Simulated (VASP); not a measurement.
# Sn3C (Im-3m) in VASP: a series of runs

Sn3C is run at these levels: PBE; tasks: single point, relaxation of cell and atoms.

Program: VASP 6.6.1. These are calculated values, not measurements. Logs are shortened: lines on timing, memory, paths and dates and some standing lists are left out, and cuts for length are marked.

### 1 The cell of the first run

The structure is cubic, space group Im-3m (No. 229). The conventional cell has a = 5.680 Å, b = 5.680 Å, c = 5.680 Å, α = 90.00°, β = 90.00°, γ = 90.00°. Within 3.7 Å of Sn (site symmetry 4/mmm) lie 4 Sn at 2.84 Å and 2 C at 2.84 Å. Within 3.7 Å of C (site symmetry m-3m) lie 6 Sn at 2.84 Å.

### 2 Single point, PBE

Contents of INCAR:

```
SYSTEM = Sn3C
ALGO = Normal
EDIFF = 1E-6
ENCUT = 520
GGA = PE
ISIF = 2
ISMEAR = 0
LASPH = .TRUE.
LCHARG = .TRUE.
LELF = .TRUE.
LREAL = .FALSE.
LVHAR = .TRUE.
LWAVE = .FALSE.
NBANDS = 31
NELM = 80
PREC = Accurate
SIGMA = 0.1
```

Contents of KPOINTS:

```
k-points
0
G
  12 12 12
  0 0 0
```

Contents of POSCAR:

```
Sn3C
1.0
   -2.8399582218      2.8399582218      2.8399582218
    2.8399582218     -2.8399582218      2.8399582218
    2.8399582218      2.8399582218     -2.8399582218
Sn C
3 1
Direct
    0.0000000000      0.5000000000      0.5000000000
    0.5000000000      0.0000000000      0.5000000000
    0.5000000000      0.5000000000      0.0000000000
    0.0000000000      0.0000000000      0.0000000000
```

Potentials or basis: VASP PAW PBE potentials, release 64 (Sn_d, C).

Launch:

```console
$ cat potpaw_PBE.64/Sn_d/POTCAR potpaw_PBE.64/C/POTCAR > POTCAR
$ mpirun -np 1 vasp_std > vasp.out
```

OUTCAR:

```text
SYSTEM = Sn3C
   EDIFF = 1E-6
   ENCUT = 520
   GGA = PE
   ISIF = 2
   ISMEAR = 0
   LASPH = .TRUE.
   LREAL = .FALSE.
   NELM = 80
   PREC = Accurate

 ion  position               nearest neighbor table
   1  0.000  0.500  0.500-   2 2.84   3 2.84   4 2.84   4 2.84   3 2.84   2 2.84
   2  0.500  0.000  0.500-   1 2.84   3 2.84   4 2.84   3 2.84   4 2.84   1 2.84
   3  0.500  0.500  0.000-   1 2.84   2 2.84   4 2.84   2 2.84   1 2.84   4 2.84
   4  0.000  0.000  0.000-   1 2.84   2 2.84   3 2.84   1 2.84   2 2.84   3 2.84

  LATTYP: Found a body centered cubic cell.
 ALAT       =     5.6799164436

  Lattice vectors:

 A1 = (  -2.8399582218,   2.8399582218,   2.8399582218)
 A2 = (   2.8399582218,  -2.8399582218,   2.8399582218)
 A3 = (   2.8399582218,   2.8399582218,  -2.8399582218)

Analysis of symmetry for initial positions (statically):
=====================================================================
 Subroutine PRICEL returns:
 Original cell was already a primitive cell.

 Routine SETGRP: Setting up the symmetry group for a
 body centered cubic supercell.

 Subroutine GETGRP returns: Found 48 space group operations
 (whereof 48 operations were pure point group operations)
 out of a pool of 48 trial point group operations.

The static configuration has the point symmetry O_h .

Analysis of symmetry for dynamics (positions and initial velocities):
=====================================================================
 Subroutine PRICEL returns:
 Original cell was already a primitive cell.

 Routine SETGRP: Setting up the symmetry group for a
 body centered cubic supercell.

 Subroutine GETGRP returns: Found 48 space group operations
 (whereof 48 operations were pure point group operations)
 out of a pool of 48 trial point group operations.

The dynamic configuration has the point symmetry O_h .

 Subroutine INISYM returns: Found 48 space group operations
 (whereof 48 operations are pure point group operations),
 and found     1 'primitive' translations

----------------------------------------------------------------------------------------

                                     Primitive cell

  volume of cell :      91.6212

  direct lattice vectors                    reciprocal lattice vectors
    -2.839958222  2.839958222  2.839958222     0.000000000  0.176058928  0.176058928
     2.839958222 -2.839958222  2.839958222     0.176058928  0.000000000  0.176058928
     2.839958222  2.839958222 -2.839958222     0.176058928  0.176058928  0.000000000

  length of vectors
     4.918951932  4.918951932  4.918951932     0.248984924  0.248984924  0.248984924

  position of ions in fractional coordinates (direct lattice)
     0.000000000  0.500000000  0.500000000
     0.500000000  0.000000000  0.500000000
     0.500000000  0.500000000  0.000000000
     0.000000000  0.000000000  0.000000000

  ion indices of the primitive-cell ions
   primitive index   ion index
                 1           1
                 2           2
                 3           3
                 4           4

----------------------------------------------------------------------------------------

 KPOINTS: k-points

Automatic generation of k-mesh.
 Grid dimensions read from file:
 generate k-points for:   12   12   12

 Generating k-lattice:

  Cartesian coordinates                     Fractional coordinates (reciprocal lattice)
     0.000000000  0.014671577  0.014671577     0.083333333  0.000000000  0.000000000
     0.014671577  0.000000000  0.014671577     0.000000000  0.083333333  0.000000000
     0.014671577  0.014671577  0.000000000     0.000000000  0.000000000  0.083333333

  Length of vectors
     0.020748744  0.020748744  0.020748744

  Shift w.r.t. Gamma in fractional coordinates (k-lattice)
     0.000000000  0.000000000  0.000000000

 Subroutine IBZKPT returns following result:
 ===========================================

 Found     72 irreducible k-points:

 Following reciprocal coordinates:
            Coordinates               Weight
  0.000000  0.000000  0.000000      1.000000
  0.083333  0.000000  0.000000     12.000000
  0.166667  0.000000  0.000000     12.000000
  0.250000  0.000000  0.000000     12.000000
  0.333333  0.000000  0.000000     12.000000
  0.416667  0.000000  0.000000     12.000000
[... 16 lines left out ...]
  0.333333  0.083333  0.083333     24.000000
  0.416667  0.083333  0.083333     12.000000
 [... further k-points ...]
   k-points           NKPTS =     72   k-points in BZ     NKDIM =     72   number of bands    NBANDS=     31
   number of dos      NEDOS =    301   number of ions     NIONS =      4
   total plane-waves  NPLWV =  64000
   dimension x,y,z NGX =    40 NGY =   40 NGZ =   40
   dimension x,y,z NGXF=    80 NGYF=   80 NGZF=   80
   ions per type =               3   1
   NGX,Y,Z   is equivalent  to a cutoff of  13.52, 13.52, 13.52 a.u.
   NGXF,Y,Z  is equivalent  to a cutoff of  27.04, 27.04, 27.04 a.u.
 SYSTEM =  Sn3C
   PREC   = accura    normal or accurate (medium, high low for compatibility)
   ISTART =      0    job   : 0-new  1-cont  2-samecut
   ICHARG =      2    charge: 1-file 2-atom 10-const
   ISPIN  =      1    spin polarized calculation?
   LNONCOLLINEAR =      F non collinear calculations
   LSORBIT =      F    spin-orbit coupling
   LASPH  =      T    aspherical Exc in radial PAW
   ENCUT  =  520.0 eV  38.22 Ry    6.18 a.u.   9.15  9.15  9.15*2*pi/ulx,y,z
   NELM   =     80;   NELMIN=  2; NELMDL= -5     # of ELM steps
   EDIFF  = 0.1E-05   stopping-criterion for ELM
   LREAL  =      F    real-space projection
   EDIFFG = 0.1E-04   stopping-criterion for IOM
   NSW    =      0    number of steps for IOM
   IBRION =     -1    ionic relax: 0-MD 1-quasi-New 2-CG
   NFREE  =      0    steps in history (QN), initial steepest desc. (CG)
   ISIF   =      2    stress and relaxation
   ISYM   =      2    0-nonsym 1-usesym 2-fastsym
   POTIM  = 0.5000    time-step for ionic-motion
   TEBEG  =    0.0;   TEEND  =   0.0 temperature during run
   PSTRESS=    0.0 pullay stress
   NELECT =      46.0000    total number of electrons
   NUPDOWN=      -1.0000    fix difference up-down
   EMIN   =  10.00;   EMAX   =-10.00  energy-range for DOS
   EFERMI =   0.00;   METHOD = LEGACY
   ISMEAR =     0;   SIGMA  =   0.10  broadening in eV -4-tet -1-fermi 0-gaus
   EFERMI_NEDOS =   21; number of points for ismear=-14 and -15
   IALGO  =     38    algorithm
   IMIX   =      4    mixing-type and parameters
     AMIX     =   0.40;   BMIX     =  1.00
     AMIX_MAG =   1.60;   BMIX_MAG =  1.00
  volume/ion in A,a.u.               =      22.91       154.57
  Fermi-wavevector in a.u.,A,eV,Ry     =   1.301154  2.458825 23.034700  1.693003
  Thomas-Fermi vector in A             =   2.432307
   LORBIT       =      0    0 simple, 1 ext, 2 COOP (PROOUT), +10 PAW based schemes
   GGA     = PE    functional components
   LHFCALC =     F    Hartree Fock is set to
   AEXX    =    0.0000 exact exchange contribution
   IVDW    =     0    specifies the selected vdW correction
   LEPSILON=     F    determine dielectric tensor
   LRPA    =     F    only Hartree local field effects (RPA)
 non-spin polarized calculation
 Gauss-broadening in eV      SIGMA  =   0.10
  energy-cutoff  :      520.00
  volume of cell :       91.62
 maximum number of plane-waves:      2491
 NGX is ok and might be reduce to    40
   NGX = 19   NGY = 19   NGZ = 19

 number of electron      45.9999978 magnetization

 Free energy of the ion-electron system (eV)
  ---------------------------------------------------
  ext. energy  EPLUGINS =         0.00000000
  ---------------------------------------------------
  free energy    TOTEN  =       -15.72685627 eV

  energy without entropy =      -15.70979609  energy(sigma->0) =      -15.71832618

 E-fermi :   7.2023     XC(G=0): -10.3194

 val. band max:        7.1909964037   @ k =   0.3333   0.0833   0.0000
 cond. band min:       7.2071252925   @ k =   0.2500   0.1667   0.1667
 fundamental gap:      0.0161288888
 Fermi energy:         7.2022702778

 k-point     1 :       0.0000    0.0000    0.0000
  band No.  band energies     occupation
      1     -14.6525      2.00000
      2     -14.6525      2.00000
      3     -14.4093      2.00000
      4     -14.4093      2.00000
      5     -14.4093      2.00000
      6     -14.3887      2.00000
[... 23 lines left out ...]
     30      12.0219      0.00000
     31      12.0219      0.00000

 k-point     2 :       0.0833    0.0000    0.0000
  band No.  band energies     occupation
      1     -14.6485      2.00000
      2     -14.6401      2.00000
      3     -14.4060      2.00000
      4     -14.4054      2.00000
      5     -14.4030      2.00000
      6     -14.3845      2.00000
[... 23 lines left out ...]
     30      11.8831      0.00000
     31      12.1348      0.00000

 k-point     3 :       0.1667    0.0000    0.0000
  band No.  band energies     occupation
      1     -14.6379      2.00000
      2     -14.6039      2.00000
      3     -14.3965      2.00000
      4     -14.3943      2.00000
      5     -14.3845      2.00000
      6     -14.3714      2.00000
[... 23 lines left out ...]
     30      12.1763      0.00000
     31      12.4951      0.00000

 k-point     4 :       0.2500    0.0000    0.0000
  band No.  band energies     occupation
      1     -14.6237      2.00000
      2     -14.5459      2.00000
      3     -14.3822      2.00000
      4     -14.3774      2.00000
      5     -14.3554      2.00000
      6     -14.3488      2.00000
[... 23 lines left out ...]
     30      13.1238      0.00000
     31      13.1699      0.00000

 k-point     5 :       0.3333    0.0000    0.0000
  band No.  band energies     occupation
      1     -14.6101      2.00000
      2     -14.4698      2.00000
      3     -14.3660      2.00000
      4     -14.3579      2.00000
      5     -14.3180      2.00000
      6     -14.3160      2.00000
[... 23 lines left out ...]
     30      13.5471      0.00000
     31      13.9950      0.00000
[... 542 lines left out ...]
     30      12.9555      0.00000
     31      13.3462      0.00000

 k-point    22 :       0.2500    0.0833    0.0833
  band No.  band energies     occupation
      1     -14.5716      2.00000
      2     -14.4702      2.00000
      3     -14.3522      2.00000
      4     -14.3444      2.00000
      5     -14.3166      2.00000
      6     -14.3136      2.00000
[... 23 lines left out ...]
     30      13.8762      0.00000
     31      14.0405      0.00000

 k-point    23 :       0.3333    0.0833    0.0833
  band No.  band energies     occupation
      1     -14.5603      2.00000
      2     -14.3816      2.00000
      3     -14.3373      2.00000
      4     -14.3259      2.00000
      5     -14.2747      2.00000
      6     -14.2733      2.00000
[... 23 lines left out ...]
     30      12.7216      0.00000
     31      14.6966      0.00000

 k-point    24 :       0.4167    0.0833    0.0833
  band No.  band energies     occupation
      1     -14.5563      2.00000
      2     -14.3311      2.00000
      3     -14.3202      2.00000
      4     -14.3014      2.00000
      5     -14.2625      2.00000
      6     -14.2344      2.00000
[... 23 lines left out ...]
     30      12.3658      0.00000
     31      15.0162      0.00000

 [... further k-points ...]
[... 5 lines left out ...]
  --------------------------------------------------------------------------------------
  -------------------------------------------------------------------------------------
  Total       -0.0378147     -0.0378147     -0.0378147     -0.0000000     -0.0000000      0.0000000
  in kB       -0.6612654     -0.6612654     -0.6612654     -0.0000000     -0.0000000      0.0000000
  external PRESSURE =      -0.6612654 kB  Pullay stress =       0.0000000 kB

 VOLUME and BASIS-vectors are now :
 -----------------------------------------------------------------------------
  energy-cutoff  :      520.00
  volume of cell :       91.62
      direct lattice vectors                 reciprocal lattice vectors
    -2.839958222  2.839958222  2.839958222     0.000000000  0.176058928  0.176058928
     2.839958222 -2.839958222  2.839958222     0.176058928  0.000000000  0.176058928
     2.839958222  2.839958222 -2.839958222     0.176058928  0.176058928  0.000000000

 POSITION                                       TOTAL-FORCE (eV/Angst)
 -----------------------------------------------------------------------------------
      2.83996      0.00000      0.00000         0.000000      0.000000      0.000000
      0.00000      2.83996      0.00000        -0.000000      0.000000      0.000000
      0.00000      0.00000      2.83996        -0.000000     -0.000000     -0.000000
      0.00000      0.00000      0.00000         0.000000      0.000000      0.000000
 -----------------------------------------------------------------------------------
    total drift:                               -0.000000     -0.000000      0.000000

  FREE ENERGIE OF THE ION-ELECTRON SYSTEM (eV)
  ---------------------------------------------------
  free  energy   TOTEN  =       -15.7268562660 eV

  energy  without entropy=      -15.7097960857  energy(sigma->0) =      -15.71832618
```

Wall time 2.1 min (1 thread of Intel Xeon 6975P-C (Granite Rapids), shared host); peak memory 0.34 GiB.

What came out:

* Free energy: -15.7269 eV
* Pressure: -0.1 GPa
* Band gap on the k mesh: zero (band 23 reaches 7.90 eV, above the bottom of band 24 at 5.28 eV)

Caveat: spin-orbit coupling is left out, which moves the levels of the heavy elements.

### 3 Relaxation of cell and atoms, PBE

This run uses another cell than the first one, of 22.97 Å³/atom, 1.003 times its volume.

Contents of INCAR:

```
PREC = Accurate
ENCUT = 600
EDIFF = 1E-6
ISMEAR = 0
SIGMA = 0.1
LREAL = False
LASPH = True
NELM = 80
ALGO = Normal
ISIF = 3
LWAVE = False
LCHARG = False
GGA = PE
IBRION = 2
NSW = 100
EDIFFG = -0.01
```

Contents of KPOINTS:

```
regular mesh
0
Gamma
  12 12 12
```

Contents of POSCAR:

```
Sn3C
1.0
   -2.8425943115      2.8425943115      2.8425943115
    2.8425943115     -2.8425943115      2.8425943115
    2.8425943115      2.8425943115     -2.8425943115
Sn C
3 1
Direct
    0.0000000000      0.5000000000      0.5000000000
    0.5000000000      0.0000000000      0.5000000000
    0.5000000000      0.5000000000      0.0000000000
    0.0000000000      0.0000000000      0.0000000000
```

Potentials or basis: VASP PAW PBE potentials, release 64 (Sn_d, C).

Launch:

```console
$ cat potpaw_PBE.64/Sn_d/POTCAR potpaw_PBE.64/C/POTCAR > POTCAR
$ mpirun -np 1 vasp_std > vasp.out
```

It took 3.1 min on 1 thread of Intel Xeon 6975P-C (Granite Rapids), shared host; peak memory 0.37 GiB.

Results (log left out):

| Property | Result |
| --- | --- |
| Free energy | -15.7270 eV |
| Relaxed volume | 22.90 Å³/atom |
| Relaxed cell | a = 4.918 Å, b = 4.918 Å, c = 4.918 Å, α = 109.47°, β = 109.47°, γ = 109.47° |
| Space group after relaxing (to 0.05 Å) | Im-3m (No. 229) |
| Energy gained by relaxing | 0.0 meV/atom |
| Ionic steps | 3 |
| Pressure after relaxing | 0.0 GPa |
| Band gap on the k mesh | zero (band 23 reaches 7.91 eV, above the bottom of band 24 at 5.28 eV) |

The path:
| step | energy change (eV) | largest force (eV/Å) | pressure (GPa) | volume (Å³) |
| --- | --- | --- | --- | --- |
| 1 | 0.0000 | 0.0000 | -0.24 | 91.88 |
| 2 | -0.0001 | 0.0000 | 0.14 | 91.42 |
| 3 | -0.0002 | 0.0000 | -0.01 | 91.58 |

Final structure:
```cif
data_structure
_symmetry_space_group_name_H-M 'P 1'
_symmetry_Int_Tables_number 1
_cell_length_a 4.9183
_cell_length_b 4.9183
_cell_length_c 4.9183
_cell_angle_alpha 109.471
_cell_angle_beta 109.471
_cell_angle_gamma 109.471
_cell_volume 91.58
loop_
_atom_site_label
_atom_site_type_symbol
_atom_site_fract_x
_atom_site_fract_y
_atom_site_fract_z
_atom_site_occupancy
Sn1 Sn 0.00000 0.50000 0.50000 1
Sn2 Sn 0.50000 0.00000 0.50000 1
Sn3 Sn 0.50000 0.50000 0.00000 1
C1 C 0.00000 0.00000 0.00000 1
```

Levels at points of the mesh, in eV from the Fermi level:
```
           k point  band 21  band 22  band 23  band 24  band 25  band 26
(0.00, 0.00, 0.00)    -2.40    -2.40    -1.92    -1.92    -1.92     3.74
(0.50, 0.00, 0.00)    -2.45    -0.12     0.58     0.82     0.86     2.68
(0.50, 0.50, 0.50)    -4.85    -0.53     0.06     0.06     0.06     5.91
```

Caveat: spin-orbit coupling is left out, which moves the levels of the heavy elements.
